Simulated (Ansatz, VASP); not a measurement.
## Ru in VASP and in Ansatz

Contents of INCAR:

```
SYSTEM = Ru
ALGO = Normal ; EDIFF = 1E-6
ENCUT = 520 ; GGA = PE
ISIF = 2 ; ISMEAR = -1
LASPH = .TRUE. ; LCHARG = .FALSE.
LREAL = .FALSE. ; LWAVE = .FALSE.
NBANDS = 21 ; NELM = 80
PREC = Accurate ; SIGMA = 0.05
```

The input KPOINTS:

```
k-points
0
G
  13 13 7
  0 0 0
```

The input POSCAR:

```
Ru
1.0
    2.7058000000      0.0000000000      0.0000000000
   -1.3529000000      2.3432915376      0.0000000000
    0.0000000000      0.0000000000      4.2819000000
Ru
2
Direct
    0.1933333333      0.5966666667      0.1450000000
    0.8066666667      0.4033333333      0.8550000000
```

Input for Ansatz:

```yaml
crystal:
  lattice:
    - [2.7058, 0.0, 0.0]
    - [-1.3529, 2.3432915376, 0.0]
    - [0.0, 0.0, 4.2819]
  atoms:
    - { symbol: Ru, position: [0.1933333333, 0.5966666667, 0.145] }
    - { symbol: Ru, position: [0.8066666667, 0.4033333333, 0.855] }
kpoints:
  mp_grid: { grid: [13, 13, 7] }
scf:
  occupations: { method: fermi_dirac, width: 0.05 }
hamiltonian:
  xc: pbe
  pseudopotentials: { kind: paw }
output:
  forces: true
  stress: true
  eigenvalues: true
  populations: true
```

Change from the starting cell: shortest bond scaled by 0.58, PAW files.

Alike in both runs: task single point; functional PBE; k mesh 13 × 13 × 7; occupations fermi-dirac, width 0.05 eV; no spin polarisation.

|  | VASP | Ansatz |
| --- | --- | --- |
| version | VASP 6.6.1 | Ansatz 0.2.0 |
| potentials or method | VASP PAW PBE potentials, release 64 (Ru_pv) | PAW with Ansatz's default frozen-core files, scalar-relativistic |
| plane-wave cutoff (eV) | 520 | 420 |
| valence electrons in the cell | 28 | 32 |

Ansatz gave:

```
pressure (GPa)                                                : 311.9
traceless stress, the component that is largest in VASP (GPa) : 246.51
rms of the force components (eV/Å)                            : 44.149
```

What did VASP give for the same quantities?

Pressure (GPa): 282.0; traceless stress, the component that is largest in VASP (GPa): 224.93; rms of the force components (eV/Å): 40.148.

Atom by atom the forces differ by 4.004 eV/Å (rms over components). The pressures are high and differ by over a tenth, so treat them with care. VASP's potentials hold 28 valence electrons a cell and Ansatz's 32, so a difference there can come from the potentials and not from the codes.

Noted on VASP's run: the cell as given lies far from equilibrium.
